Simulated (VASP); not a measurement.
Wanted: the native input for a VASP 6.6.1 run.

```yaml
Task: relaxation of cell and atoms
Functional: r2SCAN
Potentials_or_basis: VASP PAW PBE potentials, release 64 (Ga_d, P)
Cutoff: 600 eV
k_mesh: 8 × 8 × 8
Occupations: gaussian, width 0.01 eV
Spin: no spin polarisation
Target_pressure: 7 GPa
Dipole_correction: no
Further_INCAR_settings: ALGO = Normal; EDIFF = 1e-07; IBRION = 2; EDIFFG = -0.002; NSW = 100; ISIF = 3
```

GaP:

```
Ga P
1.0
     2.72525    2.72525    0.00000
    -2.72525    2.72525    0.00000
     0.00000    2.72525    2.72525
Ga P
1 1
Direct
  0.00000 0.00000 0.00000
  0.75000 0.25000 0.50000
```

The input as run:

POSCAR

```
GaP
1.0
    2.7252500000      2.7252500000      0.0000000000
   -2.7252500000      2.7252500000      0.0000000000
    0.0000000000      2.7252500000      2.7252500000
Ga P
1 1
Direct
    0.0000000000      0.0000000000      0.0000000000
    0.7500000000      0.2500000000      0.5000000000
```

INCAR.step1

```
SYSTEM = GaP
ALGO = Normal ; EDIFF = 1E-4
ENCUT = 600 ; GGA = PE
ISMEAR = 0 ; LASPH = .TRUE.
LCHARG = .FALSE. ; LREAL = .FALSE.
LWAVE = .TRUE. ; NELM = 60
PREC = Accurate ; SIGMA = 0.01
```

INCAR.step2

```
SYSTEM = GaP
ALGO = Normal ; EDIFF = 1E-7
EDIFFG = -0.002 ; ENCUT = 600
IBRION = 2 ; ISIF = 3
ISMEAR = 0 ; ISTART = 1
LASPH = .TRUE. ; LCHARG = .FALSE.
LMIXTAU = .TRUE. ; LREAL = .FALSE.
LWAVE = .FALSE. ; METAGGA = R2SCAN
NELM = 60 ; NSW = 100
PREC = Accurate ; PSTRESS = 70.0
SIGMA = 0.01
```

KPOINTS

```
k-points
0
G
  8 8 8
  0 0 0
```

Potentials or basis: VASP PAW PBE potentials, release 64 (Ga_d, P).

The run is started by

```bash
$ cat potpaw_PBE.64/Ga_d/POTCAR potpaw_PBE.64/P/POTCAR > POTCAR
$ cp INCAR.step1 INCAR
$ mpirun -np 1 vasp_std > vasp.out
$ cp INCAR.step2 INCAR
$ mpirun -np 1 vasp_std > vasp.out
```

It gave:

```json
{
 "Relaxed volume": "18.90 Å³/atom",
 "Relaxed cell": "a = 3.767 Å, b = 3.767 Å, c = 3.767 Å, α = 60.00°, β = 60.00°, γ = 90.00°",
 "Space group after relaxing (to 0.1 Å)": "F-43m (No. 216)",
 "Energy change on relaxing (the run minimises the enthalpy)": "+27.3 meV/atom",
 "Ionic steps": "7",
 "Pressure after relaxing": "7.0 GPa",
 "Band gap on the k mesh": "1.76 eV (least direct gap 2.96 eV)"
}
```

Caveat: the cell is relaxed towards a set pressure, so the run minimises the enthalpy, not the energy; the PAW data sets were made with another functional, which shifts forces and pressure a little.

Wall time 8.8 min on 1 thread of Intel Xeon 8259CL, on a shared host, peak memory 0.21 GiB.
